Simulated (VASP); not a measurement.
Slab: SnSe, a slab with vacuum.

```
Sn Se
1.0
     4.28533    0.00000    0.00000
     0.00000    4.28533    0.00000
     0.00000    0.00000   10.99069
Sn Se
2 2
Direct
  0.50000 0.00000 0.37223
  0.00000 0.50000 0.62777
  0.50000 0.00000 0.61604
  0.00000 0.50000 0.38396
```

Base run:

| Item | Value |
| --- | --- |
| Program | VASP 6.6.1 |
| Functional | r2SCAN |
| Potentials or basis | VASP PAW PBE potentials, release 64 (Sn_d, Se) |
| Cutoff | 520 eV |
| k mesh | 6 × 6 × 2 |
| Occupations | gaussian, width 0.1 eV |
| Spin | no spin polarisation |

Its results: band gap on the k mesh 1.77 eV, direct; largest force 0.016 eV/Å.

**Question.** The run is repeated on the same cell with these changes: functional from r2SCAN to PBEsol. What comes out?

**Answer.** Band gap on the k mesh 1.46 eV, direct; largest force 0.094 eV/Å.

r2SCAN gives the wider gap, since meta-GGAs in the generalised Kohn-Sham scheme recover part of the derivative discontinuity.

Caveats: the PAW data sets were made with another functional, which shifts forces and pressure a little; spin-orbit coupling is left out, which moves the levels of the heavy elements.

A k mesh can miss the band edges.
